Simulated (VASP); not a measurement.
Input of a VASP 6.6.1 run:

The input POSCAR:

```
SrO
1.0
   -0.0925803946      2.7695076575      2.7695076575
    2.7695076575     -0.0925803946      2.7695076575
    2.7695076575      2.7695076575     -0.0925803946
Sr O
1 1
Direct
   -0.0029480459     -0.0029480459     -0.0029480459
    0.2529480459      0.2529480459      0.2529480459
```

File INCAR.step1:

```
SYSTEM = SrO
PREC = Accurate
ENCUT = 520
ISMEAR = 0
SIGMA = 0.01
LREAL = .FALSE.
LASPH = .TRUE.
NELM = 80
NBANDS = 15
GGA = PE
ALGO = Normal
EDIFF = 1E-4
LWAVE = .TRUE.
LCHARG = .FALSE.
```

File INCAR.step2:

```
SYSTEM = SrO
PREC = Accurate
ENCUT = 520
EDIFF = 1E-6
ISMEAR = 0
SIGMA = 0.01
LREAL = .FALSE.
LASPH = .TRUE.
NELM = 80
ALGO = Normal
ISIF = 2
LWAVE = .FALSE.
LCHARG = .FALSE.
METAGGA = R2SCAN
LMIXTAU = .TRUE.
NBANDS = 15
ISTART = 1
```

File KPOINTS:

```
regular mesh
0
G
  8 8 8
  0 0 0
```

Potentials or basis: VASP PAW PBE potentials, release 64 (Sr_sv, O).

The run is started by

```sh
$ cat potpaw_PBE.64/Sr_sv/POTCAR potpaw_PBE.64/O/POTCAR > POTCAR
$ cp INCAR.step1 INCAR
$ mpirun -np 1 vasp_std > vasp.out
$ cp INCAR.step2 INCAR
$ mpirun -np 1 vasp_std > vasp.out
```

(1) Estimate the largest force.

(2) What does it give for the band gap on the k mesh?

(3) Predict the pressure.

Answers

(1) 0.010 eV/Å.

(2) 2.83 eV, indirect (least direct gap 3.53 eV).

(3) -1.2 GPa.

Caveat: the cell differs from its parent crystal (epitaxial 111 strain +2.5%); the PAW data sets were made with another functional, which shifts forces and pressure a little.
